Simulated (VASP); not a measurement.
Crystal: PbS.

```xyz
2
Lattice="0.0000 2.9657 2.9657 2.9657 0.0000 2.9657 2.9657 2.9657 0.0000" Properties=species:S:1:pos:R:3 pbc="T T T"
Pb    0.0000    0.0000    0.0000
S     2.9657    2.9657    2.9657
```

| Property | Result |
| --- | --- |
| Program | VASP 6.6.1 |
| Task | relaxation of cell and atoms |
| Functional | PBEsol |
| Dispersion | D4 |
| Potentials or basis | VASP PAW PBE potentials, release 64 (Pb_d, S) |
| Cutoff | 600 eV |
| k mesh | 8 × 8 × 8 |
| Occupations | gaussian, width 0.01 eV |
| Spin | collinear spin |
| Starting moments | [0.5, 0.0] μB |

At the start: pressure -2.1 GPa; volume 26.09 Å³/atom.

Problem. How do energy, volume and symmetry change on relaxing?

Solution. Over 3 steps the energy falls by 6.1 meV/atom and the volume is 25.17 Å³/atom (-3.5 %); space group Fm-3m (No. 225, to 0.1 Å) before and after; moment 0.00 μB per cell.

The path:
```csv
step,energy change (eV),largest force (eV/Å),pressure (GPa),volume (Å³)
1,0.0000,0.0000,-2.08,52.17
2,-0.0103,0.0000,0.90,49.66
3,-0.0122,0.0000,0.00,50.35
```

Final structure:
```yaml
crystal:
  lattice:
    - [0.00000, 2.93074, 2.93074]
    - [2.93074, 0.00000, 2.93074]
    - [2.93074, 2.93074, 0.00000]
  atoms:
    - { symbol: Pb, position: [0.00000, 0.00000, 0.00000] }
    - { symbol: S, position: [0.50000, 0.50000, 0.50000] }
```

Caveat: the PAW data sets were made with another functional, which shifts forces and pressure a little.
